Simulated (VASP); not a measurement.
# Ge5Br (P-6m2) in VASP: relaxation of cell and atoms with PBE

Aim: the relaxation of cell and atoms of Ge5Br with PBE.

Program: VASP 6.6.1. These are calculated values, not measurements. Logs are shortened: lines on timing, memory, paths and dates and some standing lists are left out, and cuts for length are marked.

### Step 1. The cell of the first run

It takes space group P-6m2 (No. 187, hexagonal). Conventional cell: a = 4.158 Å, b = 4.158 Å, c = 9.909 Å, α = 90.00°, β = 90.00°, γ = 120.00°. Ge (site symmetry 3m) has 4 Ge at 2.71 to 2.73 Å and 3 Br at 3.27 Å within 3.6 Å. Within 3.6 Å of Ge (site symmetry 3m) lie 7 Ge at 2.71 to 2.94 Å and 1 Br at 3.49 Å. Within 3.6 Å of Ge (site symmetry -6m2) lie 8 Ge at 2.73 to 2.81 Å. Within 4.3 Å of Br (site symmetry -6m2) lie 8 Ge at 3.27 to 3.49 Å and 6 Br at 4.16 Å.

The cell was built from a structure type or drawn by symmetry, and may not be a known phase.

### Step 2. Relaxation of cell and atoms, PBE

Input file INCAR:

```
SYSTEM = Ge5Br
ALGO = Normal
EDIFF = 1E-6
EDIFFG = -0.01
ENCUT = 600
GGA = PE
IBRION = 2
ISIF = 3
ISMEAR = 0
LASPH = .TRUE.
LCHARG = .FALSE.
LREAL = .FALSE.
LWAVE = .FALSE.
NELM = 60
NSW = 100
PREC = Accurate
SIGMA = 0.1
```

Input file KPOINTS:

```
k-points
0
G
  12 12 4
  0 0 0
```

Input file POSCAR:

```
Ge5Br
1.0
    4.1582175207      0.0000000000      0.0000000000
   -2.0791087604      3.6011220074      0.0000000000
    0.0000000000      0.0000000000      9.9088221245
Ge Br
5 1
Direct
    0.6666666667      0.3333333333      0.7758259250
    0.0000000000      0.0000000000      0.6481179608
    0.6666666667      0.3333333333      0.5000000000
    0.0000000000      0.0000000000      0.3518820392
    0.6666666667      0.3333333333      0.2241740750
    0.0000000000      0.0000000000      0.0000000000
```

Potentials or basis: VASP PAW PBE potentials, release 64 (Ge_d, Br).

Launch:

```
$ cat potpaw_PBE.64/Ge_d/POTCAR potpaw_PBE.64/Br/POTCAR > POTCAR
$ mpirun -np 1 vasp_std > vasp.out
```

OUTCAR:

```text
SYSTEM = Ge5Br
   EDIFF = 1E-6
   EDIFFG = -0.01
   ENCUT = 600
   GGA = PE
   IBRION = 2
   ISIF = 3
   ISMEAR = 0
   LASPH = .TRUE.
   LREAL = .FALSE.
   NELM = 60
   NSW = 100
   PREC = Accurate

 ion  position               nearest neighbor table
   1  0.667  0.333  0.776-   2 2.71   2 2.71   2 2.71   3 2.73
   2  0.000  0.000  0.648-   1 2.71   1 2.71   1 2.71   3 2.81   3 2.81   3 2.81
   3  0.667  0.333  0.500-   1 2.73   5 2.73   4 2.81   2 2.81   2 2.81   4 2.81   2 2.81   4 2.81

   4  0.000  0.000  0.352-   5 2.71   5 2.71   5 2.71   3 2.81   3 2.81   3 2.81
   5  0.667  0.333  0.224-   4 2.71   4 2.71   4 2.71   3 2.73
   6  0.000  0.000  0.000-

  LATTYP: Found a hexagonal cell.
 ALAT       =     4.1582175207
 C/A-ratio  =     2.3829494429

  Lattice vectors:

 A1 = (   4.1582175207,   0.0000000000,   0.0000000000)
 A2 = (  -2.0791087604,   3.6011220074,   0.0000000000)
 A3 = (   0.0000000000,   0.0000000000,   9.9088221245)

Analysis of symmetry for initial positions (statically):
=====================================================================
 Subroutine PRICEL returns:
 Original cell was already a primitive cell.

 Routine SETGRP: Setting up the symmetry group for a
 hexagonal supercell.

 Subroutine GETGRP returns: Found 12 space group operations
 (whereof 12 operations were pure point group operations)
 out of a pool of 24 trial point group operations.

The static configuration has the point symmetry D_3h.

Analysis of symmetry for dynamics (positions and initial velocities):
=====================================================================
 Subroutine PRICEL returns:
 Original cell was already a primitive cell.

 Routine SETGRP: Setting up the symmetry group for a
 hexagonal supercell.

 Subroutine GETGRP returns: Found 12 space group operations
 (whereof 12 operations were pure point group operations)
 out of a pool of 24 trial point group operations.

The dynamic configuration has the point symmetry D_3h.

 Subroutine INISYM returns: Found 12 space group operations
 (whereof 12 operations are pure point group operations),
 and found     1 'primitive' translations

----------------------------------------------------------------------------------------
[... 106 lines left out ...]
   NFREE  =      1    steps in history (QN), initial steepest desc. (CG)
   ISIF   =      3    stress and relaxation
   ISYM   =      2    0-nonsym 1-usesym 2-fastsym
   POTIM  = 0.5000    time-step for ionic-motion
   TEBEG  =    0.0;   TEEND  =   0.0 temperature during run
   PSTRESS=    0.0 pullay stress
   NELECT =      77.0000    total number of electrons
   NUPDOWN=      -1.0000    fix difference up-down
   EMIN   =  10.00;   EMAX   =-10.00  energy-range for DOS
   EFERMI =   0.00;   METHOD = LEGACY
   ISMEAR =     0;   SIGMA  =   0.10  broadening in eV -4-tet -1-fermi 0-gaus
   EFERMI_NEDOS =   21; number of points for ismear=-14 and -15
   IALGO  =     38    algorithm
   IMIX   =      4    mixing-type and parameters
     AMIX     =   0.40;   BMIX     =  1.00
     AMIX_MAG =   1.60;   BMIX_MAG =  1.00
  volume/ion in A,a.u.               =      24.73       166.88
  Fermi-wavevector in a.u.,A,eV,Ry     =   1.315576  2.486079 23.548162  1.730741
  Thomas-Fermi vector in A             =   2.445749
   LORBIT       =      0    0 simple, 1 ext, 2 COOP (PROOUT), +10 PAW based schemes
   GGA     = PE    functional components
   LHFCALC =     F    Hartree Fock is set to
   AEXX    =    0.0000 exact exchange contribution
   IVDW    =     0    specifies the selected vdW correction
   LEPSILON=     F    determine dielectric tensor
   LRPA    =     F    only Hartree local field effects (RPA)
 conjugate gradient relaxation of ions
 non-spin polarized calculation
 Gauss-broadening in eV      SIGMA  =   0.10
  energy-cutoff  :      600.00
  volume of cell :      148.38
 maximum number of plane-waves:      4985
 NGX is ok and might be reduce to    36
   NGX = 17   NGY = 17   NGZ = 39

--------------------------------------- Ionic step        1  -------------------------------------------

 number of electron      76.9999972 magnetization

 Free energy of the ion-electron system (eV)
  ---------------------------------------------------
  ext. energy  EPLUGINS =         0.00000000
  ---------------------------------------------------
  free energy    TOTEN  =       -23.05716814 eV

  energy without entropy =      -23.04647175  energy(sigma->0) =      -23.05181995

------------------------ aborting loop because EDIFF is reached ----------------------------------------

  FORCE on cell =-STRESS in cart. coord.  units (eV):
  Direction    XX          YY          ZZ          XY          YZ          ZX
  --------------------------------------------------------------------------------------
  -------------------------------------------------------------------------------------
  Total        0.3475163      0.3475163     -0.0071155     -0.0000000      0.0000000     -0.0000000
  in kB        3.7524830      3.7524830     -0.0768336     -0.0000000      0.0000000     -0.0000000
  external PRESSURE =       2.4760441 kB  Pullay stress =       0.0000000 kB
[... 267 lines left out ...]
--------------------------------------- Ionic step        8  -------------------------------------------

 number of electron      76.9999978 magnetization

 Free energy of the ion-electron system (eV)
  ---------------------------------------------------
  ext. energy  EPLUGINS =         0.00000000
  ---------------------------------------------------
  free energy    TOTEN  =       -23.05916987 eV

  energy without entropy =      -23.04758889  energy(sigma->0) =      -23.05337938

 E-fermi :   3.8105     XC(G=0):  -9.5697

 val. band max:        3.8025250888   @ k =   0.3333   0.2500   0.5000
 cond. band min:       3.8150272314   @ k =   0.0833   0.0000   0.0000
 fundamental gap:      0.0125021426
 Fermi energy:         3.8105149789

 k-point     1 :       0.0000    0.0000    0.0000
  band No.  band energies     occupation
      1     -21.0270      2.00000
      2     -20.9943      2.00000
      3     -20.9943      2.00000
      4     -20.9843      2.00000
      5     -20.9843      2.00000
      6     -20.9836      2.00000
[... 1165 lines left out ...]
     45       8.4390      0.00000
     46       8.5676      0.00000

 [... further k-points ...]

------------------------ aborting loop because EDIFF is reached ----------------------------------------

  FORCE on cell =-STRESS in cart. coord.  units (eV):
  Direction    XX          YY          ZZ          XY          YZ          ZX
  --------------------------------------------------------------------------------------
  -------------------------------------------------------------------------------------
  Total        0.0435499      0.0435499      0.0297548     -0.0000000     -0.0000000      0.0000000
  in kB        0.4673081      0.4673081      0.3192817     -0.0000000     -0.0000000      0.0000000
  external PRESSURE =       0.4179660 kB  Pullay stress =       0.0000000 kB
[... 21 lines left out ...]
  FREE ENERGIE OF THE ION-ELECTRON SYSTEM (eV)
  ---------------------------------------------------
  free  energy   TOTEN  =       -23.0591698682 eV

  energy  without entropy=      -23.0475888885  energy(sigma->0) =      -23.05337938

 reached required accuracy - stopping structural energy minimisation
```

Run time: 55 min. Hardware: 1 thread of Intel Xeon 8259CL, shared host; peak memory 0.58 GiB.

What came out:

| Item | Value |
| --- | --- |
| Free energy | -23.0592 eV |
| Relaxed volume | 24.89 Å³/atom |
| Relaxed cell | a = 4.178 Å, b = 4.178 Å, c = 9.875 Å, α = 90.00°, β = 90.00°, γ = 120.00° |
| Space group after relaxing (to 0.1 Å) | P-6m2 (No. 187) |
| Energy gained by relaxing | 0.3 meV/atom |
| Ionic steps | 8 |
| Pressure after relaxing | 0.0 GPa |
| Largest force after relaxing | 0.006 eV/Å |
| Band gap on the k mesh | zero (an odd number of electrons rules out a gap without spin polarisation) |

Forces in eV/Å, atoms in the order of the input:
```
Ge   0.000  0.000 -0.004
Ge   0.000  0.000 -0.006
Ge   0.000  0.000  0.000
Ge   0.000  0.000  0.006
Ge   0.000  0.000  0.004
Br   0.000  0.000  0.000
```

Step by step:
```tsv
step	energy change (eV)	largest force (eV/Å)	pressure (GPa)	volume (Å³)
1	0.0000	0.0084	0.25	148.38
2	-0.0013	0.0228	0.05	149.20
3	-0.0015	0.0385	-0.02	149.81
4	-0.0002	0.0703	-0.39	151.03
5	-0.0014	0.0456	-0.18	150.07
6	-0.0015	0.0427	-0.04	149.94
7	-0.0015	0.0435	-0.17	150.00
8	-0.0020	0.0064	0.04	149.31
```

Final structure:
```
Ge Br
1.0
     4.17842    0.00000    0.00000
    -2.08921    3.61862    0.00000
     0.00000    0.00000    9.87505
Ge Br
5 1
Cartesian
  2.0892 1.2062 7.6585
  0.0000 0.0000 6.4006
  2.0892 1.2062 4.9375
  0.0000 0.0000 3.4744
  2.0892 1.2062 2.2165
  4.1784 0.0000 9.8750
```

Levels at points of the mesh, in eV from the Fermi level:
| k point | band 37 | band 38 | band 39 | band 40 | band 41 | band 42 |
| --- | --- | --- | --- | --- | --- | --- |
| (0.00, 0.00, 0.00) | -0.23 | -0.15 | -0.15 | 0.30 | 2.33 | 2.33 |
| (0.50, 0.00, 0.00) | -1.87 | -1.48 | -0.92 | 0.50 | 1.65 | 1.86 |
| (0.00, 0.00, 0.50) | -0.56 | 0.06 | 0.06 | 0.70 | 2.32 | 2.37 |
| (0.50, 0.00, 0.50) | -1.42 | -0.95 | -0.79 | 0.71 | 1.39 | 1.55 |

Caveat: an odd number of electrons without spin polarisation forces a metal; a magnetic or distorted state may lie lower.
